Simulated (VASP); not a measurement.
# NaP2 (P-1) in VASP: single point with PBE+D3(BJ)

Aim: the single point of NaP2 with PBE+D3(BJ).

Everything below comes from runs of VASP 6.6.1. Logs are shortened: lines on timing, memory, paths and dates and some standing lists are left out, and cuts for length are marked.

## 1. The cell of the first run

The typed cell holds 6 atoms: a = 3.343 Å, b = 5.819 Å, c = 7.485 Å, α = 94.24°, β = 102.77°, γ = 106.09°.

## 2. Single point, PBE+D3(BJ) (22.50 Å³/atom)

Contents of INCAR:

```
ALGO = Normal
EDIFF = 1E-6
ENCUT = 520
GGA = PE
ISIF = 2
ISMEAR = 0
IVDW = 12
LASPH = T
LCHARG = F
LREAL = F
LWAVE = F
NBANDS = 26
NELM = 100
PREC = Accurate
SIGMA = 0.02
```

Contents of KPOINTS:

```
k-points
0
Gamma
  8 6 4
```

Contents of POSCAR:

```
NaP2
1.0
    3.3288065100     -0.0518183567     -0.2993318669
   -1.5162496676      5.6156797809      0.1716101752
   -1.0179095115     -1.0724350460      7.3373949397
Na P
2 4
Direct
   -0.0077018138      0.8001290609      0.1923896134
    1.0077018138      0.1998709391      0.8076103866
    0.7139829104      0.6584886362      0.7762172801
    0.8690899329      0.3113599708      0.4212428785
    0.2860170896      0.3415113638      0.2237827199
    0.1309100671      0.6886400292      0.5787571215
```

Potentials or basis: VASP PAW PBE potentials, release 64 (Na_pv, P).

Started as:

```bash
> cat potpaw_PBE.64/Na_pv/POTCAR potpaw_PBE.64/P/POTCAR > POTCAR
> mpirun -np 1 vasp_std > vasp.out
```

OUTCAR:

```text
EDIFF = 1E-6
   ENCUT = 520
   GGA = PE
   ISIF = 2
   ISMEAR = 0
   IVDW = 12
   LASPH = T
   LREAL = F
   NELM = 100
   PREC = Accurate
 IVDW          = 12

 ion  position               nearest neighbor table
   1  0.992  0.800  0.192-
   2  0.008  0.200  0.808-
   3  0.714  0.658  0.776-   6 2.23   6 2.23
   4  0.869  0.311  0.421-   5 2.23   5 2.23   6 2.25
   5  0.286  0.342  0.224-   4 2.23   4 2.23
   6  0.131  0.689  0.579-   3 2.23   3 2.23   4 2.25

  LATTYP: Found a triclinic cell.
 ALAT       =     5.8530529713
 B/A-ratio  =     1.6768458007
 C/A-ratio  =     0.5710932938
 COS(alpha) =     0.0042522362
 COS(beta)  =     0.2956134429
 COS(gamma) =     0.6479798590

  Lattice vectors:

 A1 = (  -1.8125568424,  -5.5638614242,   0.1277216917)
 A2 = (   0.4983401561,  -6.6881148269,   7.1657847645)
 A3 = (  -3.3288065100,   0.0518183567,   0.2993318669)

Analysis of symmetry for initial positions (statically):
=====================================================================
 Subroutine PRICEL returns:
 Original cell was already a primitive cell.

 Routine SETGRP: Setting up the symmetry group for a
 triclinic supercell.

 Subroutine GETGRP returns: Found  2 space group operations
 (whereof  2 operations were pure point group operations)
 out of a pool of  2 trial point group operations.

The static configuration has the point symmetry S_2 .

Analysis of symmetry for dynamics (positions and initial velocities):
=====================================================================
 Subroutine PRICEL returns:
 Original cell was already a primitive cell.

 Routine SETGRP: Setting up the symmetry group for a
 triclinic supercell.

 Subroutine GETGRP returns: Found  2 space group operations
 (whereof  2 operations were pure point group operations)
 out of a pool of  2 trial point group operations.

The dynamic configuration has the point symmetry S_2 .

 Subroutine INISYM returns: Found  2 space group operations
 (whereof  2 operations are pure point group operations),
 and found     1 'primitive' translations

----------------------------------------------------------------------------------------

                                     Primitive cell

  volume of cell :     135.0091

  direct lattice vectors                    reciprocal lattice vectors
     3.328806510 -0.051818357 -0.299331867     0.306560885  0.081110393  0.054383998
    -1.516249668  5.615679781  0.171610175     0.005193916  0.178655216  0.026832827
    -1.017909512 -1.072435046  7.337394940     0.012384792 -0.000869536  0.137879191

  length of vectors
     3.342639300  5.819306016  7.484892865     0.321739167  0.180733682  0.138437027

  position of ions in fractional coordinates (direct lattice)
     0.992298186  0.800129061  0.192389613
     0.007701814  0.199870939  0.807610387
     0.713982910  0.658488636  0.776217280
     0.869089933  0.311359971  0.421242879
     0.286017090  0.341511364  0.223782720
     0.130910067  0.688640029  0.578757121

  ion indices of the primitive-cell ions
   primitive index   ion index
                 1           1
                 2           2
                 3           3
                 4           4
                 5           5
                 6           6

----------------------------------------------------------------------------------------

 KPOINTS: k-points

Automatic generation of k-mesh.
 Grid dimensions read from file:
 generate k-points for:    8    6    4

 Generating k-lattice:

  Cartesian coordinates                     Fractional coordinates (reciprocal lattice)
     0.038320111  0.010138799  0.006798000     0.125000000  0.000000000  0.000000000
     0.000865653  0.029775869  0.004472138     0.000000000  0.166666667  0.000000000
     0.003096198 -0.000217384  0.034469798    -0.000000000  0.000000000  0.250000000

  Length of vectors
     0.040217396  0.030122280  0.034609257

  Shift w.r.t. Gamma in fractional coordinates (k-lattice)
     0.000000000  0.000000000  0.000000000

 Subroutine IBZKPT returns following result:
 ===========================================

 Found    100 irreducible k-points:

 Following reciprocal coordinates:
            Coordinates               Weight
  0.000000  0.000000  0.000000      1.000000
  0.125000 -0.000000 -0.000000      2.000000
  0.250000 -0.000000 -0.000000      2.000000
  0.375000 -0.000000  0.000000      2.000000
  0.500000 -0.000000 -0.000000      1.000000
  0.000000  0.166667  0.000000      2.000000
[... 16 lines left out ...]
  0.125000  0.500000  0.000000      2.000000
  0.250000  0.500000  0.000000      2.000000
 [... further k-points ...]
   k-points           NKPTS =    100   k-points in BZ     NKDIM =    100   number of bands    NBANDS=     26
   number of dos      NEDOS =    301   number of ions     NIONS =      6
   total plane-waves  NPLWV =  75264
   dimension x,y,z NGX =    28 NGY =   48 NGZ =   56
   dimension x,y,z NGXF=    56 NGYF=   96 NGZF=  112
   ions per type =               2   4
   NGX,Y,Z   is equivalent  to a cutoff of  13.93, 13.71, 12.44 a.u.
   NGXF,Y,Z  is equivalent  to a cutoff of  27.85, 27.43, 24.88 a.u.
 SYSTEM =  unknown system
   PREC   = accura    normal or accurate (medium, high low for compatibility)
   ISTART =      0    job   : 0-new  1-cont  2-samecut
   ICHARG =      2    charge: 1-file 2-atom 10-const
   ISPIN  =      1    spin polarized calculation?
   LNONCOLLINEAR =      F non collinear calculations
   LSORBIT =      F    spin-orbit coupling
   LASPH  =      T    aspherical Exc in radial PAW
   ENCUT  =  520.0 eV  38.22 Ry    6.18 a.u.   6.22 10.82 13.92*2*pi/ulx,y,z
   NELM   =    100;   NELMIN=  2; NELMDL= -5     # of ELM steps
   EDIFF  = 0.1E-05   stopping-criterion for ELM
   LREAL  =      F    real-space projection
   EDIFFG = 0.1E-04   stopping-criterion for IOM
   NSW    =      0    number of steps for IOM
   IBRION =     -1    ionic relax: 0-MD 1-quasi-New 2-CG
   NFREE  =      0    steps in history (QN), initial steepest desc. (CG)
   ISIF   =      2    stress and relaxation
   ISYM   =      2    0-nonsym 1-usesym 2-fastsym
   POTIM  = 0.5000    time-step for ionic-motion
   TEBEG  =    0.0;   TEEND  =   0.0 temperature during run
   PSTRESS=    0.0 pullay stress
   NELECT =      34.0000    total number of electrons
   NUPDOWN=      -1.0000    fix difference up-down
   EMIN   =  10.00;   EMAX   =-10.00  energy-range for DOS
   EFERMI =   0.00;   METHOD = LEGACY
   ISMEAR =     0;   SIGMA  =   0.02  broadening in eV -4-tet -1-fermi 0-gaus
   EFERMI_NEDOS =   21; number of points for ismear=-14 and -15
   IALGO  =     38    algorithm
   IMIX   =      4    mixing-type and parameters
     AMIX     =   0.40;   BMIX     =  1.00
     AMIX_MAG =   1.60;   BMIX_MAG =  1.00
  volume/ion in A,a.u.               =      22.50       151.85
  Fermi-wavevector in a.u.,A,eV,Ry     =   1.033824  1.953645 14.541813  1.068793
  Thomas-Fermi vector in A             =   2.168090
   LORBIT       =      0    0 simple, 1 ext, 2 COOP (PROOUT), +10 PAW based schemes
   GGA     = PE    functional components
   LHFCALC =     F    Hartree Fock is set to
   AEXX    =    0.0000 exact exchange contribution
   IVDW    =    12    specifies the selected vdW correction
   LEPSILON=     F    determine dielectric tensor
   LRPA    =     F    only Hartree local field effects (RPA)
 non-spin polarized calculation
 Gauss-broadening in eV      SIGMA  =   0.02
  energy-cutoff  :      520.00
  volume of cell :      135.01
 maximum number of plane-waves:      3660
 NGX is ok and might be reduce to    28
   NGX = 13   NGY = 21   NGZ = 27

 number of electron      33.9999998 magnetization

 Free energy of the ion-electron system (eV)
  ---------------------------------------------------
  ext. energy  EPLUGINS =         0.00000000
  ---------------------------------------------------
  free energy    TOTEN  =       -26.06249942 eV

  energy without entropy =      -26.06249942  energy(sigma->0) =      -26.06249942

 E-fermi :   3.6329     XC(G=0):  -8.5226

 val. band max:        3.4539278658   @ k =   0.0000   0.5000   0.0000
 cond. band min:       4.5239055537   @ k =   0.0000   0.0000   0.5000
 fundamental gap:      1.0699776879
 Fermi energy:         3.6328791479

 k-point     1 :       0.0000    0.0000    0.0000
  band No.  band energies     occupation
      1     -20.7157      2.00000
      2     -20.7155      2.00000
      3     -20.6896      2.00000
      4     -20.6844      2.00000
      5     -20.6790      2.00000
      6     -20.6738      2.00000
[... 18 lines left out ...]
     25       9.4245      0.00000
     26      10.1430      0.00000

 k-point     2 :       0.1250   -0.0000   -0.0000
  band No.  band energies     occupation
      1     -20.7238      2.00000
      2     -20.7235      2.00000
      3     -20.6886      2.00000
      4     -20.6838      2.00000
      5     -20.6779      2.00000
      6     -20.6729      2.00000
[... 18 lines left out ...]
     25       9.3750      0.00000
     26       9.8225      0.00000

 k-point     3 :       0.2500   -0.0000   -0.0000
  band No.  band energies     occupation
      1     -20.7435      2.00000
      2     -20.7429      2.00000
      3     -20.6861      2.00000
      4     -20.6822      2.00000
      5     -20.6753      2.00000
      6     -20.6708      2.00000
[... 18 lines left out ...]
     25       9.2443      0.00000
     26       9.7366      0.00000

 k-point     4 :       0.3750   -0.0000    0.0000
  band No.  band energies     occupation
      1     -20.7631      2.00000
      2     -20.7623      2.00000
      3     -20.6836      2.00000
      4     -20.6805      2.00000
      5     -20.6727      2.00000
      6     -20.6686      2.00000
[... 18 lines left out ...]
     25       8.7480      0.00000
     26      10.0090      0.00000

 k-point     5 :       0.5000   -0.0000   -0.0000
  band No.  band energies     occupation
      1     -20.7711      2.00000
      2     -20.7702      2.00000
      3     -20.6826      2.00000
      4     -20.6799      2.00000
      5     -20.6716      2.00000
      6     -20.6678      2.00000
[... 18 lines left out ...]
     25       9.2342      0.00000
     26       9.5847      0.00000

 k-point     6 :       0.0000    0.1667    0.0000
  band No.  band energies     occupation
      1     -20.7158      2.00000
      2     -20.7154      2.00000
      3     -20.6894      2.00000
      4     -20.6850      2.00000
      5     -20.6787      2.00000
      6     -20.6741      2.00000
[... 427 lines left out ...]
 k-point    21 :      -0.1250    0.3333   -0.0000
  band No.  band energies     occupation
      1     -20.7240      2.00000
      2     -20.7234      2.00000
      3     -20.6882      2.00000
      4     -20.6849      2.00000
      5     -20.6772      2.00000
      6     -20.6736      2.00000
[... 18 lines left out ...]
     25       8.7847      0.00000
     26       9.5706      0.00000

 k-point    22 :       0.0000    0.5000    0.0000
  band No.  band energies     occupation
      1     -20.7159      2.00000
      2     -20.7152      2.00000
      3     -20.6887      2.00000
      4     -20.6869      2.00000
      5     -20.6777      2.00000
      6     -20.6752      2.00000
[... 18 lines left out ...]
     25       8.2259      0.00000
     26       9.2778      0.00000

 k-point    23 :       0.1250    0.5000    0.0000
  band No.  band energies     occupation
      1     -20.7241      2.00000
      2     -20.7233      2.00000
      3     -20.6878      2.00000
      4     -20.6858      2.00000
      5     -20.6768      2.00000
      6     -20.6741      2.00000
[... 18 lines left out ...]
     25       8.6020      0.00000
     26       9.6337      0.00000

 k-point    24 :       0.2500    0.5000    0.0000
  band No.  band energies     occupation
      1     -20.7436      2.00000
      2     -20.7428      2.00000
      3     -20.6857      2.00000
      4     -20.6833      2.00000
      5     -20.6746      2.00000
      6     -20.6716      2.00000
[... 18 lines left out ...]
     25       9.4041      0.00000
     26       9.5149      0.00000

 [... further k-points ...]

------------------------ aborting loop because EDIFF is reached ----------------------------------------

 Edisp (eV)   -1.69657

 E8    (eV) :    -0.7013

  FORCE on cell =-STRESS in cart. coord.  units (eV):
  Direction    XX          YY          ZZ          XY          YZ          ZX
  --------------------------------------------------------------------------------------
  -------------------------------------------------------------------------------------
  Total      -2.16700    -2.04413    -2.07699    -0.02432     0.01383    -0.00835
  in kB     -25.71622   -24.25804   -24.64797    -0.28865     0.16410    -0.09909
  external pressure =      -24.87 kB  Pullay stress =        0.00 kB

 VOLUME and BASIS-vectors are now :
 -----------------------------------------------------------------------------
  energy-cutoff  :      520.00
  volume of cell :      135.01
      direct lattice vectors                 reciprocal lattice vectors
     3.328806510 -0.051818357 -0.299331867     0.306560885  0.081110393  0.054383998
    -1.516249668  5.615679781  0.171610175     0.005193916  0.178655216  0.026832827
    -1.017909512 -1.072435046  7.337394940     0.012384792 -0.000869536  0.137879191

 POSITION                                       TOTAL-FORCE (eV/Angst)
 -----------------------------------------------------------------------------------
      1.89414      4.23552      1.25192         0.000395     -0.001079      0.006738
     -1.09949      0.25590      5.95775        -0.000395      0.001079     -0.006738
      0.58816      2.82842      5.59470        -0.008496      0.012396     -0.045027
      1.99215      1.25171      2.88411         0.001938      0.049693     -0.032009
      0.20649      1.66301      1.61497         0.008496     -0.012396      0.045027
     -1.19750      3.23972      4.32556        -0.001938     -0.049693      0.032009
 -----------------------------------------------------------------------------------
    total drift:                                0.000000     -0.000000     -0.000000

  FREE ENERGIE OF THE ION-ELECTRON SYSTEM (eV)
  ---------------------------------------------------
  free  energy   TOTEN  =       -27.7590741840 eV

  energy  without entropy=      -27.7590741840  energy(sigma->0) =      -27.75907418
```

Run time: 2.2 min. Hardware: 1 thread of Intel Xeon 6975P-C (Granite Rapids), shared host; peak memory 0.43 GiB.

Results:

| Item | Value |
| --- | --- |
| Free energy | -27.7591 eV |
| Pressure | -2.5 GPa |
| Largest force | 0.059 eV/Å |
| Band gap on the k mesh | 1.07 eV (least direct gap 1.60 eV) |
| Dispersion energy per atom | -0.283 eV |

Forces on the atoms (eV/Å):
```
Na   0.000 -0.001  0.007
Na   0.000  0.001 -0.007
P   -0.008  0.012 -0.045
P    0.002  0.050 -0.032
P    0.008 -0.012  0.045
P   -0.002 -0.050  0.032
```

A k mesh can miss the band edges.
